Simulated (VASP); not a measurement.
Input of a VASP 6.6.1 run:

INCAR

```
SYSTEM = Zn14Cu
PREC = Accurate
ENCUT = 520
EDIFF = 1E-7
ISMEAR = 0
SIGMA = 0.1
LREAL = Auto
LASPH = .TRUE.
NELM = 80
ALGO = Normal
ISIF = 2
LWAVE = .FALSE.
LCHARG = .FALSE.
GGA = PE
NBANDS = 102
```

File KPOINTS:

```
Automatic mesh
0
Gamma
  4 4 4
  0.5 0.5 0.5
```

POSCAR

```
Zn14Cu
1.0
    3.9288069991      3.9288069991      3.9288069991
   -3.9288069991      3.9288069991     -3.9288069991
   -3.9288069991     -3.9288069991      3.9288069991
Cu Zn
1 14
Direct
    0.0000000000     -0.2601936161      0.2601936161
    0.2401913609      0.7604771628      0.0071900961
    0.0000000000      0.4976903932      0.5023096071
    0.2455096420      0.4991303977      0.2476044255
    0.5029517868      0.5028605377      0.0000912491
    0.0000000000      0.2468281084      0.7531718918
    0.2401913609      0.2330012648      0.4797141983
    0.4925604644      0.2479201702      0.2446402942
    0.7544903582      0.2536207557      0.0020947835
    0.2455096420     -0.0020947835      0.7463792446
    0.4970482135     -0.0000912491      0.4971394626
    0.7598086393     -0.0071900961      0.2395228374
    0.5074395358      0.7553597061      0.7520798300
    0.7544903582      0.7523955747      0.5008696025
    0.7598086393      0.5202858019      0.7669987354
```

Potentials or basis: VASP PAW PBE potentials, release 64 (Cu, Zn).

Launch:

```sh
$ cat potpaw_PBE.64/Cu/POTCAR potpaw_PBE.64/Zn/POTCAR > POTCAR
$ mpirun -np 1 vasp_std > vasp.out
```

Problem. Estimate the pressure.

Solution. -3.2 GPa.

Problem. Estimate the largest force.

Solution. 0.015 eV/Å.

Problem. Estimate the band gap on the k mesh.

Solution. Zero (an odd number of electrons rules out a gap without spin polarisation).

Forces on the atoms (eV/Å):
```
Cu   0.000  0.006 -0.006
Zn   0.002  0.003 -0.001
Zn   0.000 -0.009  0.009
Zn   0.004  0.000  0.004
Zn   0.000 -0.013 -0.007
Zn   0.000  0.000  0.000
Zn  -0.002  0.003 -0.001
Zn   0.000  0.002 -0.005
Zn   0.004 -0.004  0.000
Zn  -0.004  0.000  0.004
Zn   0.000  0.007  0.013
Zn  -0.002  0.001 -0.003
Zn   0.000  0.005 -0.002
Zn  -0.004 -0.004  0.000
Zn   0.002  0.001 -0.003
```
